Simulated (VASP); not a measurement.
# ZrC (I4/mmm) in VASP: notebook

Runs on ZrC. Level: PBEsol. Tasks: single point.

All numbers are computed with VASP 6.6.1; they aren't measurements. Logs are shortened: lines on timing, memory, paths and dates and some standing lists are left out, and cuts for length are marked.

## 1. The cell of the first run

It takes space group I4/mmm (No. 139, tetragonal). The conventional cell has a = 3.224 Å, b = 3.224 Å, c = 4.700 Å, α = 90.00°, β = 90.00°, γ = 90.00°. Within 3.0 Å of Zr (site symmetry 4/mmm) lie 6 C at 2.28 to 2.35 Å. C (site symmetry 4/mmm) has 6 Zr at 2.28 to 2.35 Å within 3.0 Å.

## 2. Single point, PBEsol (equal xx and yy strain of -3 %)

INCAR reads:

```
ALGO = Normal ; EDIFF = 1E-6
ENCUT = 520 ; GGA = PS
ISIF = 2 ; ISMEAR = -1
LASPH = True ; LCHARG = False
LREAL = False ; LWAVE = False
NBANDS = 15 ; NELM = 80
PREC = Accurate ; SIGMA = 0.05
```

KPOINTS reads:

```
k-points
0
Gamma
  15 15 15
```

POSCAR reads:

```
ZrC
1.0
    0.0000000000      2.2797037000      2.3502100000
    2.2797037000      0.0000000000      2.3502100000
    2.2797037000      2.2797037000      0.0000000000
Zr C
1 1
Direct
    0.5000000000      0.5000000000      0.5000000000
    0.0000000000      0.0000000000      0.0000000000
```

Potentials or basis: VASP PAW PBE potentials, release 64 (Zr_sv, C).

Started as:

```sh
$ cat potpaw_PBE.64/Zr_sv/POTCAR potpaw_PBE.64/C/POTCAR > POTCAR
$ mpirun -np 1 vasp_std > vasp.out
```

OUTCAR:

```text
EDIFF = 1E-6
   ENCUT = 520
   GGA = PS
   ISIF = 2
   ISMEAR = -1
   LASPH = True
   LREAL = False
   NELM = 80
   PREC = Accurate

 ion  position               nearest neighbor table
   1  0.500  0.500  0.500-   2 2.28   2 2.28   2 2.28   2 2.28   2 2.35   2 2.35
   2  0.000  0.000  0.000-   1 2.28   1 2.28   1 2.28   1 2.28   1 2.35   1 2.35

  LATTYP: Found a body centered tetragonal cell.
 ALAT       =     3.2239878907
 C/A-ratio  =     1.4579521262

  Lattice vectors:

 A1 = (  -2.2797037000,   0.0000000000,   2.3502100000)
 A2 = (   2.2797037000,   0.0000000000,   2.3502100000)
 A3 = (   0.0000000000,   2.2797037000,  -2.3502100000)

Analysis of symmetry for initial positions (statically):
=====================================================================
 Subroutine PRICEL returns:
 Original cell was already a primitive cell.

 Routine SETGRP: Setting up the symmetry group for a
 body centered tetragonal supercell.

 Subroutine GETGRP returns: Found 16 space group operations
 (whereof 16 operations were pure point group operations)
 out of a pool of 16 trial point group operations.

The static configuration has the point symmetry D_4h.

Analysis of symmetry for dynamics (positions and initial velocities):
=====================================================================
 Subroutine PRICEL returns:
 Original cell was already a primitive cell.

 Routine SETGRP: Setting up the symmetry group for a
 body centered tetragonal supercell.

 Subroutine GETGRP returns: Found 16 space group operations
 (whereof 16 operations were pure point group operations)
 out of a pool of 16 trial point group operations.

The dynamic configuration has the point symmetry D_4h.

 Subroutine INISYM returns: Found 16 space group operations
 (whereof 16 operations are pure point group operations),
 and found     1 'primitive' translations

----------------------------------------------------------------------------------------

                                     Primitive cell

  volume of cell :      24.4283

  direct lattice vectors                    reciprocal lattice vectors
     0.000000000  2.279703700  2.350210000    -0.219326748  0.219326748  0.212746946
     2.279703700  0.000000000  2.350210000     0.219326748 -0.219326748  0.212746946
     2.279703700  2.279703700  0.000000000     0.219326748  0.219326748 -0.212746946

  length of vectors
     3.274222962  3.274222962  3.223987891     0.376124591  0.376124591  0.376124591

  position of ions in fractional coordinates (direct lattice)
     0.500000000  0.500000000  0.500000000
     0.000000000  0.000000000  0.000000000

  ion indices of the primitive-cell ions
   primitive index   ion index
                 1           1
                 2           2

----------------------------------------------------------------------------------------

 KPOINTS: k-points

Automatic generation of k-mesh.
 Grid dimensions read from file:
 generate k-points for:   15   15   15

 Generating k-lattice:

  Cartesian coordinates                     Fractional coordinates (reciprocal lattice)
    -0.014621783  0.014621783  0.014183130     0.066666667  0.000000000  0.000000000
     0.014621783 -0.014621783  0.014183130     0.000000000  0.066666667  0.000000000
     0.014621783  0.014621783 -0.014183130    -0.000000000 -0.000000000  0.066666667

  Length of vectors
     0.025074973  0.025074973  0.025074973

  Shift w.r.t. Gamma in fractional coordinates (k-lattice)
     0.000000000  0.000000000  0.000000000

 Subroutine IBZKPT returns following result:
 ===========================================

 Found    288 irreducible k-points:

 Following reciprocal coordinates:
            Coordinates               Weight
  0.000000  0.000000  0.000000      1.000000
  0.066667  0.000000  0.000000      8.000000
  0.133333  0.000000  0.000000      8.000000
  0.200000  0.000000  0.000000      8.000000
  0.266667  0.000000  0.000000      8.000000
  0.333333  0.000000  0.000000      8.000000
[... 16 lines left out ...]
  0.133333  0.133333  0.000000      2.000000
  0.200000  0.133333  0.000000      8.000000
 [... further k-points ...]
   k-points           NKPTS =    288   k-points in BZ     NKDIM =    288   number of bands    NBANDS=     15
   number of dos      NEDOS =    301   number of ions     NIONS =      2
   total plane-waves  NPLWV =  13824
   dimension x,y,z NGX =    24 NGY =   24 NGZ =   24
   dimension x,y,z NGXF=    48 NGYF=   48 NGZF=   48
   ions per type =               1   1
   NGX,Y,Z   is equivalent  to a cutoff of  12.19, 12.19, 12.38 a.u.
   NGXF,Y,Z  is equivalent  to a cutoff of  24.37, 24.37, 24.75 a.u.
 SYSTEM =  unknown system
   PREC   = accura    normal or accurate (medium, high low for compatibility)
   ISTART =      0    job   : 0-new  1-cont  2-samecut
   ICHARG =      2    charge: 1-file 2-atom 10-const
   ISPIN  =      1    spin polarized calculation?
   LNONCOLLINEAR =      F non collinear calculations
   LSORBIT =      F    spin-orbit coupling
   LASPH  =      T    aspherical Exc in radial PAW
   ENCUT  =  520.0 eV  38.22 Ry    6.18 a.u.   6.09  6.09  5.99*2*pi/ulx,y,z
   NELM   =     80;   NELMIN=  2; NELMDL= -5     # of ELM steps
   EDIFF  = 0.1E-05   stopping-criterion for ELM
   LREAL  =      F    real-space projection
   EDIFFG = 0.1E-04   stopping-criterion for IOM
   NSW    =      0    number of steps for IOM
   IBRION =     -1    ionic relax: 0-MD 1-quasi-New 2-CG
   NFREE  =      0    steps in history (QN), initial steepest desc. (CG)
   ISIF   =      2    stress and relaxation
   ISYM   =      2    0-nonsym 1-usesym 2-fastsym
   POTIM  = 0.5000    time-step for ionic-motion
   TEBEG  =    0.0;   TEEND  =   0.0 temperature during run
   PSTRESS=    0.0 pullay stress
   NELECT =      16.0000    total number of electrons
   NUPDOWN=      -1.0000    fix difference up-down
   EMIN   =  10.00;   EMAX   =-10.00  energy-range for DOS
   EFERMI =   0.00;   METHOD = LEGACY
   ISMEAR =    -1;   SIGMA  =   0.05  broadening in eV -4-tet -1-fermi 0-gaus
   EFERMI_NEDOS =   21; number of points for ismear=-14 and -15
   IALGO  =     38    algorithm
   IMIX   =      4    mixing-type and parameters
     AMIX     =   0.40;   BMIX     =  1.00
     AMIX_MAG =   1.60;   BMIX_MAG =  1.00
  volume/ion in A,a.u.               =      12.21        82.43
  Fermi-wavevector in a.u.,A,eV,Ry     =   1.421730  2.686679 27.501660  2.021315
  Thomas-Fermi vector in A             =   2.542508
   LORBIT       =      0    0 simple, 1 ext, 2 COOP (PROOUT), +10 PAW based schemes
   GGA     = PS    functional components
   LHFCALC =     F    Hartree Fock is set to
   AEXX    =    0.0000 exact exchange contribution
   IVDW    =     0    specifies the selected vdW correction
   LEPSILON=     F    determine dielectric tensor
   LRPA    =     F    only Hartree local field effects (RPA)
 non-spin polarized calculation
  energy-cutoff  :      520.00
  volume of cell :       24.43
 maximum number of plane-waves:       670
   NGX = 13   NGY = 13   NGZ = 11

 number of electron      16.0000000 magnetization

 Free energy of the ion-electron system (eV)
  ---------------------------------------------------
  ext. energy  EPLUGINS =         0.00000000
  ---------------------------------------------------
  free energy    TOTEN  =       -20.51754859 eV

  energy without entropy =      -20.51529891  energy(sigma->0) =      -20.51642375

 E-fermi :  10.2201     XC(G=0): -12.5812

 val. band max:       10.2194959073   @ k =  -0.4667   0.4667   0.0000
 cond. band min:      10.2579802518   @ k =   0.1333   0.1333   0.0000
 fundamental gap:      0.0384843445
 Fermi energy:        10.2201352628

 k-point     1 :       0.0000    0.0000    0.0000
  band No.  band energies     occupation
      1     -37.5322      2.00000
      2     -15.2392      2.00000
      3     -15.2217      2.00000
      4     -15.2217      2.00000
      5      -1.2803      2.00000
      6      11.0540      0.00000
      7      11.0679      0.00000
      8      11.2386      0.00000
      9      11.2386      0.00000
     10      11.3963      0.00000
     11      11.3963      0.00000
     12      12.9489      0.00000
     13      13.3776      0.00000
     14      18.2868      0.00000
     15      20.7123      0.00000

 k-point     2 :       0.0667    0.0000    0.0000
  band No.  band energies     occupation
      1     -37.5264      2.00000
      2     -15.2799      2.00000
      3     -15.2377      2.00000
      4     -15.2248      2.00000
      5      -1.1662      2.00000
      6      10.2909      0.39076
      7      10.4486      0.02053
      8      10.6225      0.00064
      9      11.4677      0.00000
     10      11.6194      0.00000
     11      11.9332      0.00000
     12      13.5624      0.00000
     13      13.9962      0.00000
     14      18.5026      0.00000
     15      21.0191      0.00000

 k-point     3 :       0.1333    0.0000    0.0000
  band No.  band energies     occupation
      1     -37.5099      2.00000
      2     -15.4216      2.00000
      3     -15.2539      2.00000
      4     -15.2337      2.00000
      5      -0.8385      2.00000
      6       9.2360      2.00000
      7       9.5796      1.99999
      8       9.7287      1.99989
      9      11.8246      0.00000
     10      11.9486      0.00000
     11      12.3948      0.00000
     12      14.7551      0.00000
     13      15.2246      0.00000
     14      19.0536      0.00000
     15      21.8581      0.00000
[... 343 lines left out ...]
 k-point    23 :       0.1333    0.1333    0.0000
  band No.  band energies     occupation
      1     -37.5045      2.00000
      2     -15.4129      2.00000
      3     -15.2763      2.00000
      4     -15.2763      2.00000
      5      -0.7826      2.00000
      6       8.3762      2.00000
      7      10.2580      0.63864
      8      10.2580      0.63864
      9      10.4079      0.04568
     10      13.1566      0.00000
     11      13.1566      0.00000
     12      13.6059      0.00000
     13      15.8225      0.00000
     14      19.2539      0.00000
     15      22.1418      0.00000

 k-point    24 :       0.2000    0.1333    0.0000
  band No.  band energies     occupation
      1     -37.4871      2.00000
      2     -15.5354      2.00000
      3     -15.3019      2.00000
      4     -15.2990      2.00000
      5      -0.4815      2.00000
      6       7.6980      2.00000
      7       9.5049      2.00000
      8       9.8924      1.99716
      9      10.7298      0.00007
     10      13.3099      0.00000
     11      13.6329      0.00000
     12      14.4907      0.00000
     13      16.6768      0.00000
     14      19.8781      0.00000
     15      22.9911      0.00000

 [... further k-points ...]

------------------------ aborting loop because EDIFF is reached ----------------------------------------

  FORCE on cell =-STRESS in cart. coord.  units (eV):
  Direction    XX          YY          ZZ          XY          YZ          ZX
  --------------------------------------------------------------------------------------
  -------------------------------------------------------------------------------------
  Total        2.4242290      2.4242290      0.3261273      0.0000000     -0.0000000     -0.0000000
  in kB      158.9976678    158.9976678     21.3896778      0.0000000     -0.0000000     -0.0000000
  external PRESSURE =     113.1283378 kB  Pullay stress =       0.0000000 kB

 VOLUME and BASIS-vectors are now :
 -----------------------------------------------------------------------------
  energy-cutoff  :      520.00
  volume of cell :       24.43
      direct lattice vectors                 reciprocal lattice vectors
     0.000000000  2.279703700  2.350210000    -0.219326748  0.219326748  0.212746946
     2.279703700  0.000000000  2.350210000     0.219326748 -0.219326748  0.212746946
     2.279703700  2.279703700  0.000000000     0.219326748  0.219326748 -0.212746946

 POSITION                                       TOTAL-FORCE (eV/Angst)
 -----------------------------------------------------------------------------------
      2.27970      2.27970      2.35021        -0.000000      0.000000      0.000000
      0.00000      0.00000      0.00000         0.000000     -0.000000      0.000000
 -----------------------------------------------------------------------------------
    total drift:                                0.000000     -0.000000      0.000000

  FREE ENERGIE OF THE ION-ELECTRON SYSTEM (eV)
  ---------------------------------------------------
  free  energy   TOTEN  =       -20.5175485880 eV

  energy  without entropy=      -20.5152989056  energy(sigma->0) =      -20.51642375
```

It took 87 s on 1 thread of Intel Xeon 8259CL, shared host; peak memory 0.22 GiB.

What came out:

```
Free energy            : -20.5175 eV
Pressure               : 11.3 GPa
Band gap on the k mesh : zero (bands 8 and 9 overlap by 1.42 eV)
```

Caveat: the cell differs from its parent crystal (equal xx and yy strain of -3 %); the cell stands under pressure; the PAW data sets were made with another functional, which shifts forces and pressure a little.

## 3. Single point, PBEsol (zz strain of +1 %)

INCAR reads:

```
SYSTEM = ZrC
PREC = Accurate
ENCUT = 520
EDIFF = 1E-7
ISMEAR = -1
SIGMA = 0.05
LREAL = .False.
LASPH = .True.
NELM = 60
ALGO = Normal
ISIF = 2
LWAVE = .False.
LCHARG = .False.
GGA = PS
NBANDS = 15
```

KPOINTS reads:

```
regular mesh
0
Gamma
  15 15 15
  0 0 0
```

POSCAR reads:

```
ZrC
1.0
    0.0000000000      2.3502100000      2.3737121000
    2.3502100000      0.0000000000      2.3737121000
    2.3502100000      2.3502100000      0.0000000000
Zr C
1 1
Direct
    0.5000000000      0.5000000000      0.5000000000
    0.0000000000      0.0000000000      0.0000000000
```

Potentials or basis: VASP PAW PBE potentials, release 64 (Zr_sv, C).

Started as:

```sh
$ cat potpaw_PBE.64/Zr_sv/POTCAR potpaw_PBE.64/C/POTCAR > POTCAR
$ mpirun -np 1 vasp_std > vasp.out
```

Run time: 3.4 min. Hardware: 1 thread of Intel Xeon 8259CL, shared host; peak memory 0.25 GiB.

The run converged. Its results:

| Quantity | Value |
| --- | --- |
| Free energy | -20.5579 eV |
| Pressure | -6.3 GPa |
| Band gap on the k mesh | zero (bands 8 and 9 overlap by 1.34 eV) |

Stress tensor (GPa, compression positive):
```
-5.20  0.00  0.00
 0.00 -5.20  0.00
 0.00  0.00 -8.54
```

Levels at points of the mesh, in eV from the Fermi level:
| k point | band 4 | band 5 | band 6 | band 7 | band 8 | band 9 | band 10 | band 11 | band 12 | band 13 |
| --- | --- | --- | --- | --- | --- | --- | --- | --- | --- | --- |
| (0.00, 0.00, 0.00) | -25.74 | -11.23 | 0.93 | 0.98 | 0.98 | 1.00 | 1.10 | 1.10 | 2.73 | 2.85 |

Caveat: the cell differs from its parent crystal (zz strain of +1 %); the cell stands under tension; the PAW data sets were made with another functional, which shifts forces and pressure a little.

## 4. Single point, PBEsol (zz strain of +3 %)

INCAR reads:

```
PREC = Accurate ; ENCUT = 520
EDIFF = 1E-6 ; ISMEAR = -1
SIGMA = 0.05 ; LREAL = F
LASPH = T ; NELM = 60
ALGO = Normal ; ISIF = 2
LWAVE = F ; LCHARG = T
GGA = PS ; LELF = T
LVHAR = T ; NBANDS = 15
```

KPOINTS reads:

```
Automatic mesh
0
Gamma
  15 15 15
```

POSCAR reads:

```
ZrC
1.0
    0.0000000000      2.3502100000      2.4207163000
    2.3502100000      0.0000000000      2.4207163000
    2.3502100000      2.3502100000      0.0000000000
Zr C
1 1
Direct
    0.5000000000      0.5000000000      0.5000000000
    0.0000000000      0.0000000000      0.0000000000
```

Started as:

```sh
$ cat potpaw_PBE.64/Zr_sv/POTCAR potpaw_PBE.64/C/POTCAR > POTCAR
$ mpirun -np 1 vasp_std > vasp.out
```

Wall time 3 min (1 thread of Intel Xeon 8259CL, shared host); peak memory 0.25 GiB.

It converged, with:

```
Free energy            : -20.5183 eV
Pressure               : -10.0 GPa
Band gap on the k mesh : zero (bands 8 and 9 overlap by 1.39 eV)
```

Stress tensor (GPa, compression positive):
```
 -7.01   0.00   0.00
  0.00  -7.01   0.00
  0.00   0.00 -15.84
```

Levels at points of the mesh, in eV from the Fermi level:
| k point | band 4 | band 5 | band 6 | band 7 | band 8 | band 9 | band 10 | band 11 | band 12 | band 13 |
| --- | --- | --- | --- | --- | --- | --- | --- | --- | --- | --- |
| (0.00, 0.00, 0.00) | -25.83 | -11.17 | 0.86 | 0.87 | 1.00 | 1.00 | 1.15 | 1.15 | 2.52 | 2.89 |

Caveat: the cell differs from its parent crystal (zz strain of +3 %); the cell stands under tension; the PAW data sets were made with another functional, which shifts forces and pressure a little.

## 5. The runs side by side

```tsv
cell	gap on the mesh (eV)	pressure (GPa)
a = 3.274, b = 3.274, c = 3.224 Å, angles 60.5, 60.5, 59.0°, 2 atoms	none	11.3
a = 3.340, b = 3.340, c = 3.324 Å, angles 60.2, 60.2, 59.7°, 2 atoms	none	-6.3
a = 3.374, b = 3.374, c = 3.324 Å, angles 60.5, 60.5, 59.0°, 2 atoms	none	-10.0
```

Alike in all rows: task single point; level PBEsol; potentials or basis VASP PAW PBE potentials, release 64 (Zr_sv, C); no spin polarisation; k mesh 15 × 15 × 15; cutoff (eV) 520; smearing fermi-dirac 0.05 eV.

Caveats: the PAW data sets were made with another functional, which shifts forces and pressure a little; the cell stands under tension (at least some runs); the cell stands under pressure (at least some runs).

Total energies depend on the potentials used, so only differences within one code and one set of settings carry meaning.
